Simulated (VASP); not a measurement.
# AlO2 (P-6m2) in VASP: notebook, part 2 of 2

VASP 6.6.1. Earlier steps stand in the parts before.

### Step 3. Single point, PBE

Contents of INCAR:

```
PREC = Accurate ; ENCUT = 520
EDIFF = 1E-6 ; ISMEAR = 0
SIGMA = 0.1 ; LREAL = False
LASPH = True ; NELM = 100
ALGO = Normal ; ISIF = 2
LWAVE = False ; LCHARG = False
GGA = PE ; NBANDS = 14
```

Contents of KPOINTS:

```
Automatic mesh
0
Gamma
  6 6 4
```

Contents of POSCAR:

```
AlO2
1.0
    2.8527306319      0.0000000029      0.0000000000
   -1.4263653185      2.4705371959      0.0000000000
    0.0000000000      0.0000000000      4.2883408089
Al O
1 2
Direct
    0.3333333333      0.6666666667      0.5000000000
    0.0000000000      0.0000000000      0.2607207340
    0.0000000000      0.0000000000      0.7392792660
```

Potentials or basis: VASP PAW PBE potentials, release 64 (Al, O).

The run is started by

```console
$ cat potpaw_PBE.64/Al/POTCAR potpaw_PBE.64/O/POTCAR > POTCAR
$ mpirun -np 1 vasp_std > vasp.out
```

OUTCAR:

```text
PREC = Accurate
   ENCUT = 520
   EDIFF = 1E-6
   ISMEAR = 0
   LREAL = False
   LASPH = True
   NELM = 100
   ISIF = 2
   GGA = PE

 ion  position               nearest neighbor table
   1  0.333  0.667  0.500-   2 1.94   3 1.94   2 1.94   3 1.94   2 1.94   3 1.94
   2  0.000  0.000  0.261-   1 1.94   1 1.94   1 1.94
   3  0.000  0.000  0.739-   1 1.94   1 1.94   1 1.94

  LATTYP: Found a hexagonal cell.
 ALAT       =     2.8527306319
 C/A-ratio  =     1.5032407059

  Lattice vectors:
[... 543 lines left out ...]

  FORCE on cell =-STRESS in cart. coord.  units (eV):
  Direction    XX          YY          ZZ          XY          YZ          ZX
  --------------------------------------------------------------------------------------
  -------------------------------------------------------------------------------------
  Total       -0.0028221     -0.0028221     -0.0346950      0.0000000      0.0000000      0.0000000
  in kB       -0.1496024     -0.1496024     -1.8392322      0.0000000      0.0000000      0.0000000
  external PRESSURE =      -0.7128123 kB  Pullay stress =       0.0000000 kB

 VOLUME and BASIS-vectors are now :
 -----------------------------------------------------------------------------
  energy-cutoff  :      520.00
  volume of cell :       30.22
      direct lattice vectors                 reciprocal lattice vectors
     2.852730632  0.000000003  0.000000000     0.350541333  0.202385134  0.000000000
    -1.426365319  2.470537196  0.000000000    -0.000000000  0.404770267  0.000000000
     0.000000000  0.000000000  4.288340809     0.000000000  0.000000000  0.233190421

 POSITION                                       TOTAL-FORCE (eV/Angst)
 -----------------------------------------------------------------------------------
     -0.00000      1.64702      2.14417        -0.000000      0.000000      0.000000
      0.00000      0.00000      1.11806         0.000000     -0.000000     -0.021208
      0.00000      0.00000      3.17028         0.000000     -0.000000      0.021208
 -----------------------------------------------------------------------------------
    total drift:                               -0.000000      0.000000      0.000000

  FREE ENERGIE OF THE ION-ELECTRON SYSTEM (eV)
  ---------------------------------------------------
  free  energy   TOTEN  =       -19.1061528661 eV

  energy  without entropy=      -19.0918240659  energy(sigma->0) =      -19.09898847
```

OSZICAR:

```text
N       E                     dE             d eps       ncg     rms          rms(c)
DAV:   1     0.510831218739E+02    0.51083E+02   -0.78361E+03   596   0.962E+02
DAV:   2    -0.182015453979E+02   -0.69285E+02   -0.64505E+02   736   0.210E+02
DAV:   3    -0.205824152695E+02   -0.23809E+01   -0.23727E+01   756   0.392E+01
DAV:   4    -0.205976327816E+02   -0.15218E-01   -0.15217E-01   696   0.365E+00
DAV:   5    -0.205978258841E+02   -0.19310E-03   -0.19310E-03   780   0.402E-01    0.767E+00
DAV:   6    -0.191251781637E+02    0.14726E+01   -0.31071E+00   678   0.155E+01    0.280E+00
DAV:   7    -0.191063932302E+02    0.18785E-01   -0.10938E-01   630   0.268E+00    0.158E+00
DAV:   8    -0.191052119669E+02    0.11813E-02   -0.28798E-02   660   0.178E+00    0.213E-01
DAV:   9    -0.191058727583E+02   -0.66079E-03   -0.22700E-03   762   0.412E-01    0.128E-01
DAV:  10    -0.191061135074E+02   -0.24075E-03   -0.29634E-04   636   0.151E-01    0.478E-02
DAV:  11    -0.191061453765E+02   -0.31869E-04   -0.60626E-05   702   0.721E-02    0.202E-02
DAV:  12    -0.191061529378E+02   -0.75613E-05   -0.12383E-05   648   0.279E-02    0.344E-03
DAV:  13    -0.191061528661E+02    0.71749E-07   -0.56254E-07   612   0.743E-03
   1 F= -.19106153E+02 E0= -.19098988E+02  d E =-.143288E-01
```

It took 12 s on 1 thread of AMD EPYC 7R43 (Zen 3), shared host; peak memory 0.1 GiB.

What came out:

```yaml
Free_energy: -19.1062 eV
Pressure: -0.1 GPa
Largest_force: 0.021 eV/Å
```

Forces on the atoms (eV/Å):
```
Al   0.000  0.000  0.000
O    0.000  0.000 -0.021
O    0.000  0.000  0.021
```

Caveat: the k points lie up to 0.42 Å⁻¹ apart; an odd number of electrons without spin polarisation forces a metal; a magnetic or distorted state may lie lower.

### Step 4. Relaxation of cell and atoms, PBE

This run uses another cell than the first one, of 12.69 Å³/atom, 1.259 times its volume.

Contents of INCAR:

```
ALGO = Normal
EDIFF = 1E-6
EDIFFG = -0.04
ENCUT = 600
GGA = PE
IBRION = 2
ISIF = 3
ISMEAR = 0
LASPH = True
LCHARG = False
LREAL = False
LWAVE = False
NELM = 100
NSW = 90
PREC = Accurate
SIGMA = 0.1
```

Contents of KPOINTS:

```
k-points
0
Gamma
  6 6 4
```

Contents of POSCAR:

```
AlO2
1.0
    2.8029811100      0.0000000000      0.0000000000
   -1.4014905600      2.4274528500      0.0000000000
    0.0000000000      0.0000000000      5.5938117000
Al O
1 2
Direct
    0.3333333300      0.6666666700      0.5000000000
    0.0000000000      0.0000000000      0.3923306700
    0.0000000000      0.0000000000      0.6076693300
```

The run is started by

```console
$ cat potpaw_PBE.64/Al/POTCAR potpaw_PBE.64/O/POTCAR > POTCAR
$ mpirun -np 1 vasp_std > vasp.out
```

It took 5.3 min on 1 thread of AMD EPYC 7R43 (Zen 3), shared host; peak memory 0.14 GiB.

Results (log left out):

- Free energy: -19.1243 eV
- Relaxed volume: 10.05 Å³/atom
- Relaxed cell: a = 2.850 Å, b = 2.850 Å, c = 4.285 Å, α = 90.00°, β = 90.00°, γ = 120.00°
- Space group after relaxing (to 0.05 Å): P-6m2 (No. 187)
- Energy gained by relaxing: 3449.2 meV/atom
- Ionic steps: 35
- Pressure after relaxing: -0.1 GPa
- Largest force after relaxing: 0.032 eV/Å

Forces on the atoms (eV/Å):
```
Al   0.000  0.000  0.000
O    0.000  0.000  0.032
O    0.000  0.000 -0.032
```

Stress tensor (GPa, compression positive):
```
 0.06  0.00  0.00
 0.00  0.06  0.00
 0.00  0.00 -0.46
```

The path:
```
step  energy change (eV)  largest force (eV/Å)  pressure (GPa)  volume (Å³)
   1              0.0000               25.1883           98.91        38.06
   2              4.7520                0.6212          -19.71        99.10
   3              2.7261                2.1942          -20.05        86.98
   4              0.2353                3.3600          -22.14        76.46
   5             -6.4120                4.3147          -24.85        55.08
   6             -9.3834                3.2453          -16.41        46.06
   7            -10.0350                0.1144           -2.36        41.94
   8            -10.0352                0.2217           -1.88        41.85
   9            -10.0440                0.0484           -0.11        41.01
  10            -10.0444                0.0043           -0.43        41.15
  11            -10.0449                0.1053            0.13        40.94
  12            -10.0449                0.1211            0.20        40.91
  13            -10.0454                0.1232            0.20        40.84
  14            -10.0468                0.1313            0.22        40.64
  15            -10.0499                0.1490            0.21        40.23
  16            -10.0574                0.2010            0.35        39.41
  17            -10.0799                0.3788            0.70        37.78
  18            -10.1552                1.0196            2.46        34.52
  19             -9.9662                3.3223           19.79        28.02
  20            -10.1146                2.4859            8.15        32.33
  21            -10.0886                3.2011           12.72        30.17
  22            -10.0272                3.5447           16.32        29.10
  23            -10.0534                3.4376           14.89        29.48
  24            -10.0890                3.1939           13.78        29.56
  25            -10.1804                2.5018           10.49        29.79
  26            -10.2991                1.2726            4.60        30.25
  27            -10.3176                0.6693           -5.10        31.18
  28            -10.3420                0.0468           -1.48        30.80
  29            -10.3422                0.1141           -1.13        30.76
  30            -10.3425                0.1133           -1.06        30.74
  31            -10.3433                0.1081           -0.81        30.66
  32            -10.3446                0.0991           -0.31        30.51
  33            -10.3457                0.0803            0.72        30.20
  34            -10.3465                0.0525            0.49        30.19
  35            -10.3475                0.0318           -0.11        30.15
```

Final structure:
```yaml
crystal:
  lattice:
    - [2.85034, 0.00000, 0.00000]
    - [-1.42517, 2.46847, 0.00000]
    - [0.00000, 0.00000, 4.28461]
  atoms:
    - { symbol: Al, position: [0.33333, 0.66667, 0.50000] }
    - { symbol: O, position: [0.00000, 0.00000, 0.26015] }
    - { symbol: O, position: [0.00000, 0.00000, 0.73985] }
```

Levels at points of the mesh, in eV from the Fermi level:
```tsv
k point	band 6	band 7	band 8	band 9	band 10	band 11
(0.00, 0.00, 0.00)	-1.19	-1.19	0.96	3.19	9.77	12.06
(0.50, 0.00, 0.00)	-3.78	-1.87	1.15	5.27	8.44	12.32
(0.00, 0.00, 0.50)	-2.33	-1.57	-1.57	4.04	7.47	13.42
(0.50, 0.00, 0.50)	-3.27	-2.33	-1.68	5.91	9.37	10.70
```

Caveat: the k points lie up to 0.42 Å⁻¹ apart in the final cell; the standard files for N, O and F lose accuracy on very short bonds; the volume moved by over 15 % at a fixed basis, so the end points are rough; an odd number of electrons without spin polarisation forces a metal; a magnetic or distorted state may lie lower.

### Step 5. Summary

```csv
task,cell,k mesh,cutoff (eV),gap on the mesh (eV),pressure (GPa),relaxed volume (Å³/atom),largest force (eV/Å)
relaxation of cell and atoms,"relaxed from a = 2.853, b = 2.853, c = 4.288 Å, angles 90.0, 90.0, 120.0°, 3 atoms",18 × 18 × 12,600,none,0.0,9.87,0.01
single point,"a = 2.853, b = 2.853, c = 4.288 Å, angles 90.0, 90.0, 120.0°, 3 atoms",6 × 6 × 4,520,none,-0.1,-,0.02
relaxation of cell and atoms,"relaxed from a = 2.803, b = 2.803, c = 5.594 Å, angles 90.0, 90.0, 120.0°, 3 atoms",6 × 6 × 4,600,none,-0.1,10.05,0.03
```

Alike in all rows: level PBE; potentials or basis VASP PAW PBE potentials, release 64 (Al, O); no spin polarisation; smearing gaussian 0.1 eV.

Caveats: some runs use coarse meshes; an odd number of electrons without spin polarisation forces a metal; a magnetic or distorted state may lie lower; the standard files for N, O and F lose accuracy on very short bonds (some runs); the volume moved by over 15 % at a fixed basis, so the end points are rough (some runs).

Absolute energies hang on the potentials; compare differences alone.
